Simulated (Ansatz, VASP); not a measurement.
Two plane-wave programs on WS2

```
CELL_PARAMETERS angstrom
1.54323 0.89098 6.06969
-1.54323 0.89098 6.06969
0.00000 -1.78196 6.06969
ATOMIC_POSITIONS crystal
W 0.00065 0.00065 0.00065
S 0.24692 0.24692 0.24692
S 0.42113 0.42113 0.42113
```

Change from the starting cell: hydrostatic strain -2.7%.

Alike in both runs: task single point; functional r2SCAN; k mesh 10 × 10 × 10; no spin polarisation.

|  | VASP | Ansatz |
| --- | --- | --- |
| version | VASP 6.6.1 | Ansatz 0.2.0 |
| potentials or method | VASP PAW PBE potentials, release 64 (W_sv, S) | plane waves, PAW |
| plane-wave cutoff (eV) | 520 | 500 |
| occupations | gaussian, width 0.01 eV | fixed |
| valence electrons in the cell | 26 | 26 |

VASP gave:

* gap on the k mesh at the Fermi level (eV): 1.11
* pressure (GPa): 9.5
* traceless stress, the component that is largest in VASP (GPa): -5.21
* rms of the force components (eV/Å): 0.014

Task: Which values does Ansatz return?

Result: gap on the k mesh at the Fermi level (eV): 1.10; pressure (GPa): 9.2; traceless stress, the component that is largest in VASP (GPa): -5.15; rms of the force components (eV/Å): 0.026.

VASP's potentials were made for PBE, not for r2SCAN. Atom by atom the forces differ by 0.012 eV/Å (rms over components).

Neither program's run includes spin-orbit coupling.
